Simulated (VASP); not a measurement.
# PbF2 (Fm-3m) in VASP: a series of runs

PbF2 is run at these levels: RPBE+D4, revPBE+D3(BJ); tasks: single point.

Everything below comes from runs of VASP 6.6.1. Logs are shortened: lines on timing, memory, paths and dates and some standing lists are left out, and cuts for length are marked.

### Step 1. The cell of the first run

The structure is cubic, space group Fm-3m (No. 225). The conventional cell has a = 6.025 Å, b = 6.025 Å, c = 6.025 Å, α = 90.00°, β = 90.00°, γ = 90.00°. Within 3.4 Å of Pb (site symmetry m-3m) lie 8 F at 2.61 Å. Within 3.4 Å of F (site symmetry -43m) lie 4 Pb at 2.61 Å and 6 F at 3.01 Å.

### Step 2. Single point, RPBE+D4

Contents of INCAR:

```
PREC = Accurate
ENCUT = 600
EDIFF = 1E-6
ISMEAR = -1
SIGMA = 0.05
LREAL = F
LASPH = T
NELM = 120
ALGO = Normal
ISIF = 2
LWAVE = F
LCHARG = T
GGA = RP
IVDW = 13
LELF = T
LVHAR = T
NBANDS = 21
GGA_COMPAT = F
```

Contents of KPOINTS:

```
regular mesh
0
Gamma
  8 8 8
```

Contents of POSCAR:

```
PbF2
1.0
    0.0000000000      3.0125798673      3.0125798673
    3.0125798673      0.0000000000      3.0125798673
    3.0125798673      3.0125798673      0.0000000000
Pb F
1 2
Direct
    0.0000000000      0.0000000000      0.0000000000
    0.7500000000      0.7500000000      0.7500000000
    0.2500000000      0.2500000000      0.2500000000
```

Potentials or basis: VASP PAW PBE potentials, release 64 (Pb_d, F).

Started as:

```
$ cat potpaw_PBE.64/Pb_d/POTCAR potpaw_PBE.64/F/POTCAR > POTCAR
$ mpirun -np 1 vasp_std > vasp.out
```

OUTCAR:

```text
PREC = Accurate
   ENCUT = 600
   EDIFF = 1E-6
   ISMEAR = -1
   LREAL = F
   LASPH = T
   NELM = 120
   ISIF = 2
   GGA = RP
   IVDW = 13

 ion  position               nearest neighbor table
   1  0.000  0.000  0.000-   2 2.61   3 2.61   2 2.61   2 2.61   2 2.61   3 2.61   3 2.61   3 2.61

   2  0.750  0.750  0.750-   1 2.61   1 2.61   1 2.61   1 2.61
   3  0.250  0.250  0.250-   1 2.61   1 2.61   1 2.61   1 2.61

  LATTYP: Found a face centered cubic cell.
 ALAT       =     6.0251597346

  Lattice vectors:

 A1 = (   0.0000000000,   3.0125798673,   3.0125798673)
 A2 = (   3.0125798673,   0.0000000000,   3.0125798673)
 A3 = (   3.0125798673,   3.0125798673,   0.0000000000)

Analysis of symmetry for initial positions (statically):
=====================================================================
 Subroutine PRICEL returns:
 Original cell was already a primitive cell.

 Routine SETGRP: Setting up the symmetry group for a
 face centered cubic supercell.

 Subroutine GETGRP returns: Found 48 space group operations
 (whereof 48 operations were pure point group operations)
 out of a pool of 48 trial point group operations.

The static configuration has the point symmetry O_h .

Analysis of symmetry for dynamics (positions and initial velocities):
=====================================================================
 Subroutine PRICEL returns:
 Original cell was already a primitive cell.

 Routine SETGRP: Setting up the symmetry group for a
 face centered cubic supercell.

 Subroutine GETGRP returns: Found 48 space group operations
 (whereof 48 operations were pure point group operations)
 out of a pool of 48 trial point group operations.

The dynamic configuration has the point symmetry O_h .

 Subroutine INISYM returns: Found 48 space group operations
 (whereof 48 operations are pure point group operations),
 and found     1 'primitive' translations

----------------------------------------------------------------------------------------

                                     Primitive cell

  volume of cell :      54.6822

  direct lattice vectors                    reciprocal lattice vectors
     0.000000000  3.012579867  3.012579867    -0.165970704  0.165970704  0.165970704
     3.012579867  0.000000000  3.012579867     0.165970704 -0.165970704  0.165970704
     3.012579867  3.012579867  0.000000000     0.165970704  0.165970704 -0.165970704

  length of vectors
     4.260431306  4.260431306  4.260431306     0.287469691  0.287469691  0.287469691

  position of ions in fractional coordinates (direct lattice)
     0.000000000  0.000000000  0.000000000
     0.750000000  0.750000000  0.750000000
     0.250000000  0.250000000  0.250000000

  ion indices of the primitive-cell ions
   primitive index   ion index
                 1           1
                 2           2
                 3           3

----------------------------------------------------------------------------------------

 KPOINTS: regular mesh

Automatic generation of k-mesh.
 Grid dimensions read from file:
 generate k-points for:    8    8    8

 Generating k-lattice:

  Cartesian coordinates                     Fractional coordinates (reciprocal lattice)
    -0.020746338  0.020746338  0.020746338     0.125000000  0.000000000  0.000000000
     0.020746338 -0.020746338  0.020746338     0.000000000  0.125000000  0.000000000
     0.020746338  0.020746338 -0.020746338     0.000000000  0.000000000  0.125000000

  Length of vectors
     0.035933711  0.035933711  0.035933711

  Shift w.r.t. Gamma in fractional coordinates (k-lattice)
     0.000000000  0.000000000  0.000000000

 Subroutine IBZKPT returns following result:
 ===========================================

 Found     29 irreducible k-points:

 Following reciprocal coordinates:
            Coordinates               Weight
  0.000000  0.000000  0.000000      1.000000
  0.125000  0.000000  0.000000      8.000000
  0.250000  0.000000  0.000000      8.000000
  0.375000  0.000000  0.000000      8.000000
  0.500000  0.000000  0.000000      4.000000
  0.125000  0.125000  0.000000      6.000000
[... 16 lines left out ...]
  0.500000  0.250000  0.125000     48.000000
 -0.375000  0.250000  0.125000     24.000000
 [... further k-points ...]
   k-points           NKPTS =     29   k-points in BZ     NKDIM =     29   number of bands    NBANDS=     21
   number of dos      NEDOS =    301   number of ions     NIONS =      3
   total plane-waves  NPLWV =  46656
   dimension x,y,z NGX =    36 NGY =   36 NGZ =   36
   dimension x,y,z NGXF=    72 NGYF=   72 NGZF=   72
   ions per type =               1   2
   NGX,Y,Z   is equivalent  to a cutoff of  14.05, 14.05, 14.05 a.u.
   NGXF,Y,Z  is equivalent  to a cutoff of  28.10, 28.10, 28.10 a.u.
 SYSTEM =  unknown system
   PREC   = accura    normal or accurate (medium, high low for compatibility)
   ISTART =      0    job   : 0-new  1-cont  2-samecut
   ICHARG =      2    charge: 1-file 2-atom 10-const
   ISPIN  =      1    spin polarized calculation?
   LNONCOLLINEAR =      F non collinear calculations
   LSORBIT =      F    spin-orbit coupling
   LASPH  =      T    aspherical Exc in radial PAW
   ENCUT  =  600.0 eV  44.10 Ry    6.64 a.u.   8.51  8.51  8.51*2*pi/ulx,y,z
   NELM   =    120;   NELMIN=  2; NELMDL= -5     # of ELM steps
   EDIFF  = 0.1E-05   stopping-criterion for ELM
   LREAL  =      F    real-space projection
   EDIFFG = 0.1E-04   stopping-criterion for IOM
   NSW    =      0    number of steps for IOM
   IBRION =     -1    ionic relax: 0-MD 1-quasi-New 2-CG
   NFREE  =      0    steps in history (QN), initial steepest desc. (CG)
   ISIF   =      2    stress and relaxation
   ISYM   =      2    0-nonsym 1-usesym 2-fastsym
   POTIM  = 0.5000    time-step for ionic-motion
   TEBEG  =    0.0;   TEEND  =   0.0 temperature during run
   PSTRESS=    0.0 pullay stress
   NELECT =      28.0000    total number of electrons
   NUPDOWN=      -1.0000    fix difference up-down
   EMIN   =  10.00;   EMAX   =-10.00  energy-range for DOS
   EFERMI =   0.00;   METHOD = LEGACY
   ISMEAR =    -1;   SIGMA  =   0.05  broadening in eV -4-tet -1-fermi 0-gaus
   EFERMI_NEDOS =   21; number of points for ismear=-14 and -15
   IALGO  =     38    algorithm
   IMIX   =      4    mixing-type and parameters
     AMIX     =   0.40;   BMIX     =  1.00
     AMIX_MAG =   1.60;   BMIX_MAG =  1.00
  volume/ion in A,a.u.               =      18.23       123.00
  Fermi-wavevector in a.u.,A,eV,Ry     =   1.309721  2.475015 23.339029  1.715370
  Thomas-Fermi vector in A             =   2.440301
   LORBIT       =      0    0 simple, 1 ext, 2 COOP (PROOUT), +10 PAW based schemes
   GGA     = RP    functional components
   LHFCALC =     F    Hartree Fock is set to
   AEXX    =    0.0000 exact exchange contribution
   IVDW    =    13    specifies the selected vdW correction
   LEPSILON=     F    determine dielectric tensor
   LRPA    =     F    only Hartree local field effects (RPA)
 non-spin polarized calculation
  energy-cutoff  :      600.00
  volume of cell :       54.68
 maximum number of plane-waves:      1850
 NGX is ok and might be reduce to    36
   NGX = 17   NGY = 17   NGZ = 17

 number of electron      27.9999994 magnetization

 Free energy of the ion-electron system (eV)
  ---------------------------------------------------
  ext. energy  EPLUGINS =         0.00000000
  ---------------------------------------------------
  free energy    TOTEN  =       -13.54151570 eV

  energy without entropy =      -13.54151570  energy(sigma->0) =      -13.54151570

 E-fermi :   2.7449     XC(G=0):  -8.8011

 val. band max:        1.4981466590   @ k =  -0.2500   0.5000   0.2500
 cond. band min:       6.0496513989   @ k =   0.5000   0.5000   0.0000
 fundamental gap:      4.5515047398
 Fermi energy:         2.7448676547

 k-point     1 :       0.0000    0.0000    0.0000
  band No.  band energies     occupation
      1     -19.3212      2.00000
      2     -18.7988      2.00000
      3     -12.9956      2.00000
      4     -12.9956      2.00000
      5     -12.9956      2.00000
      6     -12.9660      2.00000
[... 13 lines left out ...]
     20      16.7504      0.00000
     21      18.8740      0.00000

 k-point     2 :       0.1250    0.0000    0.0000
  band No.  band energies     occupation
      1     -19.2960      2.00000
      2     -18.8217      2.00000
      3     -12.9910      2.00000
      4     -12.9910      2.00000
      5     -12.9704      2.00000
      6     -12.9657      2.00000
[... 13 lines left out ...]
     20      16.3438      0.00000
     21      18.4044      0.00000

 k-point     3 :       0.2500    0.0000    0.0000
  band No.  band energies     occupation
      1     -19.2297      2.00000
      2     -18.8811      2.00000
      3     -12.9865      2.00000
      4     -12.9865      2.00000
      5     -12.9582      2.00000
      6     -12.9582      2.00000
[... 13 lines left out ...]
     20      15.7982      0.00000
     21      17.1980      0.00000

 k-point     4 :       0.3750    0.0000    0.0000
  band No.  band energies     occupation
      1     -19.1442      2.00000
      2     -18.9580      2.00000
      3     -12.9886      2.00000
      4     -12.9886      2.00000
      5     -12.9439      2.00000
      6     -12.9439      2.00000
[... 13 lines left out ...]
     20      15.4909      0.00000
     21      16.1313      0.00000

 k-point     5 :       0.5000    0.0000    0.0000
  band No.  band energies     occupation
      1     -19.0788      2.00000
      2     -19.0193      2.00000
      3     -12.9902      2.00000
      4     -12.9902      2.00000
      5     -12.9373      2.00000
      6     -12.9373      2.00000
[... 13 lines left out ...]
     20      15.4036      0.00000
     21      15.6723      0.00000

 k-point     6 :       0.1250    0.1250    0.0000
  band No.  band energies     occupation
      1     -19.2881      2.00000
      2     -18.8286      2.00000
      3     -12.9859      2.00000
      4     -12.9859      2.00000
      5     -12.9695      2.00000
      6     -12.9675      2.00000
[... 13 lines left out ...]
     20      16.8988      0.00000
     21      18.2969      0.00000

 k-point     7 :       0.2500    0.1250    0.0000
  band No.  band energies     occupation
      1     -19.2371      2.00000
      2     -18.8738      2.00000
      3     -12.9798      2.00000
      4     -12.9787      2.00000
      5     -12.9670      2.00000
      6     -12.9565      2.00000
[... 13 lines left out ...]
     20      16.6173      0.00000
     21      17.8591      0.00000
[... 291 lines left out ...]
      1     -19.0592      2.00000
      2     -19.0259      2.00000
      3     -12.9840      2.00000
      4     -12.9554      2.00000
      5     -12.9369      2.00000
      6     -12.8943      2.00000
[... 13 lines left out ...]
     20      16.9187      0.00000
     21      18.2990      0.00000

 k-point    21 :       0.5000    0.5000    0.0000
  band No.  band energies     occupation
      1     -19.0883      2.00000
      2     -18.9951      2.00000
      3     -12.9925      2.00000
      4     -12.9469      2.00000
      5     -12.9279      2.00000
      6     -12.9279      2.00000
[... 13 lines left out ...]
     20      18.3867      0.00000
     21      18.8727      0.00000

 k-point    22 :       0.3750    0.2500    0.1250
  band No.  band energies     occupation
      1     -19.1832      2.00000
      2     -18.9204      2.00000
      3     -12.9787      2.00000
      4     -12.9668      2.00000
      5     -12.9652      2.00000
      6     -12.9394      2.00000
[... 13 lines left out ...]
     20      16.7652      0.00000
     21      17.5619      0.00000

 k-point    23 :       0.5000    0.2500    0.1250
  band No.  band energies     occupation
      1     -19.1152      2.00000
      2     -18.9798      2.00000
      3     -12.9798      2.00000
      4     -12.9698      2.00000
      5     -12.9474      2.00000
      6     -12.9186      2.00000
[... 13 lines left out ...]
     20      17.2796      0.00000
     21      17.8666      0.00000

 k-point    24 :      -0.3750    0.2500    0.1250
  band No.  band energies     occupation
      1     -19.0604      2.00000
      2     -19.0306      2.00000
      3     -12.9800      2.00000
      4     -12.9717      2.00000
      5     -12.9385      2.00000
      6     -12.9106      2.00000
[... 13 lines left out ...]
     20      17.4476      0.00000
     21      18.0468      0.00000

 [... further k-points ...]

------------------------ aborting loop because EDIFF is reached ----------------------------------------

  DFT-D4 for vdW energy calculation

  Edisp (eV):   -1.13535

  FORCE on cell =-STRESS in cart. coord.  units (eV):
  Direction    XX          YY          ZZ          XY          YZ          ZX
  --------------------------------------------------------------------------------------
  -------------------------------------------------------------------------------------
  Total      -0.08156    -0.08156    -0.08156     0.00000     0.00000     0.00000
  in kB      -2.38978    -2.38978    -2.38978     0.00000     0.00000     0.00000
  external pressure =       -2.39 kB  Pullay stress =        0.00 kB

 VOLUME and BASIS-vectors are now :
 -----------------------------------------------------------------------------
  energy-cutoff  :      600.00
  volume of cell :       54.68
      direct lattice vectors                 reciprocal lattice vectors
     0.000000000  3.012579867  3.012579867    -0.165970704  0.165970704  0.165970704
     3.012579867  0.000000000  3.012579867     0.165970704 -0.165970704  0.165970704
     3.012579867  3.012579867  0.000000000     0.165970704  0.165970704 -0.165970704

 POSITION                                       TOTAL-FORCE (eV/Angst)
 -----------------------------------------------------------------------------------
      0.00000      0.00000      0.00000        -0.000000     -0.000000      0.000000
      4.51887      4.51887      4.51887        -0.000000     -0.000000     -0.000000
      1.50629      1.50629      1.50629         0.000000      0.000000      0.000000
 -----------------------------------------------------------------------------------
    total drift:                                0.000000      0.000000      0.000000

  FREE ENERGIE OF THE ION-ELECTRON SYSTEM (eV)
  ---------------------------------------------------
  free  energy   TOTEN  =       -14.6768662152 eV

  energy  without entropy=      -14.6768662152  energy(sigma->0) =      -14.67686622
```

It took 26 s on 1 thread of AMD EPYC 9R45 (Zen 5), shared host; peak memory 0.19 GiB.

What came out:

```
Free energy                : -14.6769 eV
Pressure                   : -0.2 GPa
Band gap on the k mesh     : 4.55 eV (least direct gap 4.68 eV)
Dispersion energy per atom : -0.378 eV
```

Caveat: the PAW data sets were made with another functional, which shifts forces and pressure a little; spin-orbit coupling is left out, which moves the levels of the heavy elements.

### Step 3. Single point, revPBE+D3(BJ)

This run uses another cell than the first one, of 17.99 Å³/atom.

Contents of INCAR:

```
PREC     = Accurate       # precision mode
ENCUT    = 600            # plane-wave cutoff, eV
EDIFF    = 1E-6           # SCF threshold, eV
ISMEAR   = -1             # smearing method
SIGMA    = 0.05           # smearing width, eV
LREAL    = F              # projectors in reciprocal space
LASPH    = T              # aspherical terms in the spheres
NELM     = 120            # most SCF steps
ALGO     = Normal         # electronic algorithm
ISIF     = 2              # what is computed and relaxed
LWAVE    = F              # write WAVECAR
LCHARG   = T              # write CHGCAR
GGA      = RE             # functional
IVDW     = 12             # dispersion correction
LELF     = T              # ELF
LVHAR    = T            
NBANDS   = 21             # bands
GGA_COMPAT= F
```

Contents of KPOINTS:

```
Automatic mesh
0
Gamma
  8 8 8
```

Contents of POSCAR:

```
PbF2
1.0
    0.0000000000      2.9996703561      2.9996703561
    2.9996703561      0.0000000000      2.9996703561
    2.9996703561      2.9996703561      0.0000000000
Pb F
1 2
Direct
    0.0000000000      0.0000000000      0.0000000000
    0.7500000000      0.7500000000      0.7500000000
    0.2500000000      0.2500000000      0.2500000000
```

Potentials or basis: VASP PAW PBE potentials, release 64 (Pb_d, F).

Started as:

```
$ cat potpaw_PBE.64/Pb_d/POTCAR potpaw_PBE.64/F/POTCAR > POTCAR
$ mpirun -np 1 vasp_std > vasp.out
```

Run time: 28 s. Hardware: 1 thread of AMD EPYC 9R45 (Zen 5), shared host; peak memory 0.19 GiB.

Results (log left out):

| Quantity | Value |
| --- | --- |
| Free energy | -14.3983 eV |
| Pressure | -0.2 GPa |
| Band gap on the k mesh | 4.52 eV (least direct gap 4.66 eV) |
| Dispersion energy per atom | -0.280 eV |

Levels at points of the mesh, in eV from the valence-band top:
| k point | band 12 | band 13 | band 14 | band 15 | band 16 | band 17 |
| --- | --- | --- | --- | --- | --- | --- |
| (0.00, 0.00, 0.00) | -1.75 | -1.75 | -1.75 | 6.82 | 6.82 | 6.82 |
| (0.50, 0.00, 0.00) | -1.91 | -1.91 | -0.01 | 5.16 | 7.61 | 7.61 |
| (0.50, 0.50, 0.00) | -1.36 | -1.35 | -0.14 | 4.52 | 7.84 | 7.84 |

Caveat: the PAW data sets were made with another functional, which shifts forces and pressure a little; spin-orbit coupling is left out, which moves the levels of the heavy elements. Expect the measured gap to be larger: semilocal functionals such as revPBE lack the derivative discontinuity.
